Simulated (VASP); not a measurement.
# ZrB (Fmmm) in VASP: notebook, part 2 of 2

VASP 6.6.1. The steps go on from the part before.

## 4. Single point, LDA (normal strain along x +0.0233, normal strain along z +0.1100)

The input, INCAR:

```
SYSTEM = ZrB
ALGO = Normal
EDIFF = 1E-6
ENCUT = 520
ISIF = 2
ISMEAR = 0
LASPH = .TRUE.
LCHARG = .FALSE.
LREAL = .FALSE.
LWAVE = .FALSE.
NBANDS = 14
NELM = 60
PREC = Accurate
SIGMA = 0.15
```

The input, KPOINTS:

```
k-points
0
G
  16 16 16
  0 0 0
```

The input, POSCAR:

```
ZrB
1.0
    0.0000000000      2.4153850465      2.6810774016
    2.4716635181      0.0000000000      2.6810774016
    2.4716635181      2.4153850465      0.0000000000
Zr B
1 1
Direct
    0.0000000000      0.0000000000      0.0000000000
    0.5000000000      0.5000000000      0.5000000000
```

Potentials or basis: VASP PAW LDA potentials, release 64 (Zr_sv, B).

Started as:

```
cat potpaw_LDA.64/Zr_sv/POTCAR potpaw_LDA.64/B/POTCAR > POTCAR
mpirun -np 1 vasp_std > vasp.out
```

OUTCAR:

```text
SYSTEM = ZrB
   EDIFF = 1E-6
   ENCUT = 520
   ISIF = 2
   ISMEAR = 0
   LASPH = .TRUE.
   LREAL = .FALSE.
   NELM = 60
   PREC = Accurate

 ion  position               nearest neighbor table
   1  0.000  0.000  0.000-   2 2.42   2 2.42   2 2.47   2 2.47   2 2.68   2 2.68
   2  0.500  0.500  0.500-   1 2.42   1 2.42   1 2.47   1 2.47   1 2.68   1 2.68

  LATTYP: Found a face centered orthorhombic cell.
 ALAT       =     4.8307700930
 B/A-ratio  =     1.0233000000
 C/A-ratio  =     1.1100000000

  Lattice vectors:

 A1 = (   2.4716635181,   0.0000000000,  -2.6810774016)
 A2 = (   0.0000000000,   2.4153850465,  -2.6810774016)
 A3 = (   2.4716635181,   2.4153850465,   0.0000000000)

Analysis of symmetry for initial positions (statically):
=====================================================================
 Subroutine PRICEL returns:
 Original cell was already a primitive cell.

 Routine SETGRP: Setting up the symmetry group for a
 face centered orthorhombic supercell.

 Subroutine GETGRP returns: Found  8 space group operations
 (whereof  8 operations were pure point group operations)
 out of a pool of  8 trial point group operations.

The static configuration has the point symmetry D_2h.

[... 168 lines left out ...]
  band No.  band energies     occupation
      1     -40.9666      2.00000
      2     -19.0154      2.00000
      3     -18.9468      2.00000
      4     -18.9440      2.00000
      5      -1.1616      2.00000
      6       7.6650      0.00000
      7       8.3663      0.00000
      8       8.5494      0.00000
      9       8.8385      0.00000
     10       9.6169      0.00000
     11       9.7950      0.00000
     12       9.8713      0.00000
     13       9.9717      0.00000
     14      16.9028      0.00000
[... 377 lines left out ...]
      1     -40.9620      2.00000
      2     -19.0241      2.00000
      3     -18.9940      2.00000
      4     -18.9437      2.00000
      5      -0.9291      2.00000
      6       7.3741      0.00000
      7       7.7176      0.00000
      8       8.1339      0.00000
      9       8.5835      0.00000
     10       8.7466      0.00000
     11      10.2416      0.00000
     12      10.3263      0.00000
     13      11.9441      0.00000
     14      17.3066      0.00000

 [... further k-points ...]
[... 5 lines left out ...]
  --------------------------------------------------------------------------------------
  -------------------------------------------------------------------------------------
  Total       -2.4477678     -1.3398877     -5.3598514     -0.0000000      0.0000000      0.0000000
  in kB     -122.5083593    -67.0600588   -268.2552701     -0.0000000      0.0000000      0.0000000
  external PRESSURE =    -152.6078961 kB  Pullay stress =       0.0000000 kB

 VOLUME and BASIS-vectors are now :
 -----------------------------------------------------------------------------
  energy-cutoff  :      520.00
  volume of cell :       32.01
      direct lattice vectors                 reciprocal lattice vectors
     0.000000000  2.415385046  2.681077402    -0.202292908  0.207006332  0.186492191
     2.471663518  0.000000000  2.681077402     0.202292908 -0.207006332  0.186492191
     2.471663518  2.415385046  0.000000000     0.202292908  0.207006332 -0.186492191

 POSITION                                       TOTAL-FORCE (eV/Angst)
 -----------------------------------------------------------------------------------
      0.00000      0.00000      0.00000         0.000000     -0.000000      0.000000
      2.47166      2.41539      2.68108         0.000000      0.000000      0.000000
 -----------------------------------------------------------------------------------
    total drift:                               -0.000000      0.000000      0.000000

  FREE ENERGIE OF THE ION-ELECTRON SYSTEM (eV)
  ---------------------------------------------------
  free  energy   TOTEN  =       -17.1863632034 eV

  energy  without entropy=      -17.1711142553  energy(sigma->0) =      -17.17873873
```

OSZICAR:

```text
N       E                     dE             d eps       ncg     rms          rms(c)
DAV:   1     0.915537814937E+02    0.91554E+02   -0.76370E+03 17428   0.101E+03
DAV:   2    -0.151923750728E+02   -0.10675E+03   -0.10150E+03 21642   0.273E+02
DAV:   3    -0.191638621996E+02   -0.39715E+01   -0.39213E+01 27926   0.444E+01
DAV:   4    -0.192360118588E+02   -0.72150E-01   -0.72109E-01 20428   0.559E+00
DAV:   5    -0.192375048465E+02   -0.14930E-02   -0.14929E-02 26206   0.578E-01    0.149E+01
DAV:   6    -0.172112173443E+02    0.20263E+01   -0.33557E+00 20112   0.147E+01    0.464E+00
DAV:   7    -0.171972469754E+02    0.13970E-01   -0.24767E-01 22222   0.335E+00    0.247E+00
DAV:   8    -0.171869956900E+02    0.10251E-01   -0.43975E-02 21570   0.141E+00    0.318E-01
DAV:   9    -0.171863872317E+02    0.60846E-03   -0.46849E-03 20868   0.376E-01    0.156E-01
DAV:  10    -0.171863696906E+02    0.17541E-04   -0.60796E-04 20184   0.256E-01    0.372E-02
DAV:  11    -0.171863638744E+02    0.58162E-05   -0.32036E-05 22710   0.508E-02    0.660E-03
DAV:  12    -0.171863632034E+02    0.67106E-06   -0.78271E-07 13508   0.998E-03
   1 F= -.17186363E+02 E0= -.17178739E+02  d E =-.152489E-01
```

It took 4.9 min on 1 thread of Intel Xeon Platinum 8488C (Sapphire Rapids), shared host; peak memory 0.38 GiB.

Results:

```
Free energy            : -17.1864 eV
Pressure               : -15.3 GPa
Band gap on the k mesh : zero (an odd number of electrons rules out a gap without spin polarisation)
```

Levels at points of the mesh, in eV from the Fermi level:
| k point | band 6 | band 7 | band 8 | band 9 | band 10 | band 11 |
| --- | --- | --- | --- | --- | --- | --- |
| (0.00, 0.00, 0.00) | 1.10 | 1.80 | 1.98 | 2.27 | 3.05 | 3.23 |
| (0.50, 0.00, 0.00) | -3.59 | -1.21 | -1.00 | 4.12 | 4.56 | 5.55 |
| (0.50, 0.50, 0.00) | -1.36 | -0.60 | 2.21 | 2.28 | 4.09 | 4.99 |
| (0.50, 0.00, 0.50) | -0.67 | -0.46 | 1.62 | 1.67 | 4.06 | 4.70 |
| (0.00, 0.50, 0.50) | -0.69 | -0.62 | 1.75 | 1.86 | 3.95 | 4.63 |

Caveat: the cell differs from its parent crystal (normal strain along x +0.0233, normal strain along z +0.1100); the cell stands under tension.

## 5. Single point, LDA (normal strain along x +0.0700, normal strain along z +0.0733)

The input, INCAR:

```
ALGO = Normal ; EDIFF = 1E-6
ENCUT = 520 ; GGA = CA
ISIF = 2 ; ISMEAR = 0
LASPH = T ; LCHARG = F
LREAL = F ; LWAVE = F
NBANDS = 14 ; NELM = 80
PREC = Accurate ; SIGMA = 0.15
```

The input, KPOINTS:

```
k-points
0
Gamma
  16 16 16
```

The input, POSCAR:

```
ZrB
1.0
    0.0000000000      2.4153850465      2.5924327704
    2.5844619998      0.0000000000      2.5924327704
    2.5844619998      2.4153850465      0.0000000000
Zr B
1 1
Direct
    0.0000000000      0.0000000000      0.0000000000
    0.5000000000      0.5000000000      0.5000000000
```

Potentials or basis: VASP PAW LDA potentials, release 64 (Zr_sv, B).

Started as:

```
cat potpaw_LDA.64/Zr_sv/POTCAR potpaw_LDA.64/B/POTCAR > POTCAR
mpirun -np 1 vasp_std > vasp.out
```

OUTCAR:

```text
EDIFF = 1E-6
   ENCUT = 520
   GGA = CA
   ISIF = 2
   ISMEAR = 0
   LASPH = T
   LREAL = F
   NELM = 80
   PREC = Accurate

 ion  position               nearest neighbor table
   1  0.000  0.000  0.000-   2 2.42   2 2.42   2 2.58   2 2.58   2 2.59   2 2.59
   2  0.500  0.500  0.500-   1 2.42   1 2.42   1 2.58   1 2.58   1 2.59   1 2.59

  LATTYP: Found a face centered orthorhombic cell.
 ALAT       =     4.8307700930
 B/A-ratio  =     1.0700000000
 C/A-ratio  =     1.0733000000

  Lattice vectors:

 A1 = (   2.5844619998,   0.0000000000,  -2.5924327704)
[... 586 lines left out ...]
     10       8.8407      0.00000
     11      10.0914      0.00000
     12      10.3942      0.00000
     13      11.4860      0.00000
     14      16.9265      0.00000

 [... further k-points ...]
[... 5 lines left out ...]
  --------------------------------------------------------------------------------------
  -------------------------------------------------------------------------------------
  Total       -4.4288665     -1.5624415     -4.5327227     -0.0000000      0.0000000      0.0000000
  in kB     -219.2346279    -77.3428766   -224.3756439     -0.0000000      0.0000000      0.0000000
  external PRESSURE =    -173.6510494 kB  Pullay stress =       0.0000000 kB

 VOLUME and BASIS-vectors are now :
 -----------------------------------------------------------------------------
  energy-cutoff  :      520.00
  volume of cell :       32.37
      direct lattice vectors                 reciprocal lattice vectors
     0.000000000  2.415385046  2.592432770    -0.193463862  0.207006332  0.192869032
     2.584462000  0.000000000  2.592432770     0.193463862 -0.207006332  0.192869032
     2.584462000  2.415385046  0.000000000     0.193463862  0.207006332 -0.192869032

 POSITION                                       TOTAL-FORCE (eV/Angst)
 -----------------------------------------------------------------------------------
      0.00000      0.00000      0.00000         0.000000      0.000000     -0.000000
      2.58446      2.41539      2.59243         0.000000     -0.000000      0.000000
 -----------------------------------------------------------------------------------
    total drift:                               -0.000000      0.000000      0.000000

  FREE ENERGIE OF THE ION-ELECTRON SYSTEM (eV)
  ---------------------------------------------------
  free  energy   TOTEN  =       -17.1978170613 eV

  energy  without entropy=      -17.1836007032  energy(sigma->0) =      -17.19070888
```

OSZICAR:

```text
N       E                     dE             d eps       ncg     rms          rms(c)
DAV:   1     0.915046278345E+02    0.91505E+02   -0.76195E+03 17412   0.100E+03
DAV:   2    -0.152000003388E+02   -0.10670E+03   -0.10138E+03 21528   0.272E+02
DAV:   3    -0.191695578591E+02   -0.39696E+01   -0.39216E+01 28044   0.442E+01
DAV:   4    -0.192447428646E+02   -0.75185E-01   -0.75159E-01 20232   0.560E+00
DAV:   5    -0.192460952026E+02   -0.13523E-02   -0.13523E-02 26406   0.576E-01    0.144E+01
DAV:   6    -0.172226639962E+02    0.20234E+01   -0.33167E+00 20148   0.147E+01    0.442E+00
DAV:   7    -0.172092693243E+02    0.13395E-01   -0.24156E-01 22494   0.332E+00    0.237E+00
DAV:   8    -0.171985600378E+02    0.10709E-01   -0.44543E-02 21618   0.140E+00    0.322E-01
DAV:   9    -0.171978606780E+02    0.69936E-03   -0.47464E-03 20876   0.370E-01    0.157E-01
DAV:  10    -0.171978241359E+02    0.36542E-04   -0.59385E-04 20256   0.249E-01    0.398E-02
DAV:  11    -0.171978176668E+02    0.64691E-05   -0.36697E-05 22860   0.501E-02    0.633E-03
DAV:  12    -0.171978170613E+02    0.60549E-06   -0.10409E-06 13556   0.114E-02
   1 F= -.17197817E+02 E0= -.17190709E+02  d E =-.142164E-01
```

Wall time 4.4 min (1 thread of Intel Xeon Platinum 8488C (Sapphire Rapids), shared host); peak memory 0.38 GiB.

What came out:

```
Free energy            : -17.1978 eV
Pressure               : -17.4 GPa
Band gap on the k mesh : zero (an odd number of electrons rules out a gap without spin polarisation)
```

Levels at points of the mesh, in eV from the Fermi level:
| k point | band 5 | band 6 | band 7 | band 8 | band 9 | band 10 | band 11 | band 12 |
| --- | --- | --- | --- | --- | --- | --- | --- | --- |
| (0.00, 0.00, 0.00) | -7.71 | 1.40 | 1.42 | 1.97 | 2.53 | 2.96 | 3.14 | 3.14 |
| (0.50, 0.00, 0.00) | -4.19 | -3.56 | -1.13 | -1.01 | 4.06 | 4.47 | 5.42 | 7.09 |
| (0.50, 0.50, 0.00) | -5.83 | -1.10 | -0.59 | 1.95 | 2.07 | 3.95 | 4.78 | 5.22 |
| (0.50, 0.00, 0.50) | -5.72 | -0.68 | -0.45 | 1.56 | 1.57 | 4.12 | 5.00 | 5.03 |
| (0.00, 0.50, 0.50) | -5.82 | -1.07 | -0.59 | 1.93 | 2.05 | 3.94 | 4.76 | 5.23 |

Caveat: the cell differs from its parent crystal (normal strain along x +0.0700, normal strain along z +0.0733); the cell stands under tension.

## 6. Overview

| cell | gap on the mesh (eV) | pressure (GPa) |
| --- | --- | --- |
| a = 3.479, b = 3.599, c = 3.537 Å, angles 58.4, 61.7, 59.9°, 2 atoms | none | -13.9 |
| a = 3.543, b = 3.621, c = 3.497 Å, angles 59.7, 61.9, 58.4°, 2 atoms | none | -15.3 |
| a = 3.609, b = 3.647, c = 3.456 Å, angles 61.0, 62.1, 56.9°, 2 atoms | none | -15.3 |
| a = 3.543, b = 3.661, c = 3.537 Å, angles 58.9, 62.3, 58.8°, 2 atoms | none | -17.4 |

Alike in all rows: task single point; level LDA; potentials or basis VASP PAW LDA potentials, release 64 (Zr_sv, B); no spin polarisation; k mesh 16 × 16 × 16; cutoff (eV) 520; smearing gaussian 0.15 eV.

Caveats: the cell stands under tension.

Absolute energies hang on the potentials; compare differences alone.
